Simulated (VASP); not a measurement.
## Al: single point with PBEsol

System: Al, a slab with vacuum.

```xyz
11
Lattice="4.0145 0.0000 0.0000 0.0000 2.8386 0.0000 0.0000 0.0000 30.1932" Properties=species:S:1:pos:R:3 pbc="T T T"
Al    0.0000    0.0000    8.0000
Al    2.0072    1.4193    9.4193
Al    0.0000    0.0000   10.8386
Al    2.0072    1.4193   12.2580
Al    0.0000    0.0000   13.6773
Al    2.0072    1.4193   15.0966
Al    0.0000    0.0000   16.5159
Al    2.0072    1.4193   17.9353
Al    0.0000    0.0000   19.3546
Al    2.0072    1.4193   20.7739
Al    0.0000    0.0000   22.1932
```

```yaml
Program: VASP 6.6.1
Task: single point
Functional: PBEsol
Potentials_or_basis: VASP PAW PBE potentials, release 64 (Al)
Cutoff: 520 eV
k_mesh: 14 × 19 × 1
Occupations: methfessel-paxton, width 0.1 eV
Spin: no spin polarisation
```

```
Largest force          : 0.232 eV/Å
Band gap on the k mesh : zero (an odd number of electrons rules out a gap without spin polarisation)
```

Forces on the atoms (eV/Å):
```
Al   0.000  0.000  0.232
Al   0.000  0.000 -0.195
Al   0.000  0.000  0.021
Al   0.000  0.000 -0.069
Al   0.000  0.000 -0.057
Al   0.000  0.000  0.000
Al   0.000  0.000  0.057
Al   0.000  0.000  0.069
Al   0.000  0.000 -0.021
Al   0.000  0.000  0.195
Al   0.000  0.000 -0.232
```

Levels at points of the mesh, in eV from the Fermi level:
```
           k point  band 12  band 13  band 14  band 15  band 16  band 17  band 18  band 19  band 20  band 21
(0.00, 0.00, 0.00)    -1.81    -1.46    -1.04    -0.93    -0.33    -0.26     0.19     0.73     1.47     1.51
(0.50, 0.00, 0.00)    -4.11    -3.23    -2.37    -1.69    -0.58    -0.05     1.23     1.67     2.92     3.44
```

Run time: 20 min on 1 thread of Intel(R) Xeon(R) Platinum 8559C (Emerald Rapids), with other jobs on the host, peak memory 0.74 GiB.

Caveat: the PAW data sets were made with another functional, which shifts forces and pressure a little.
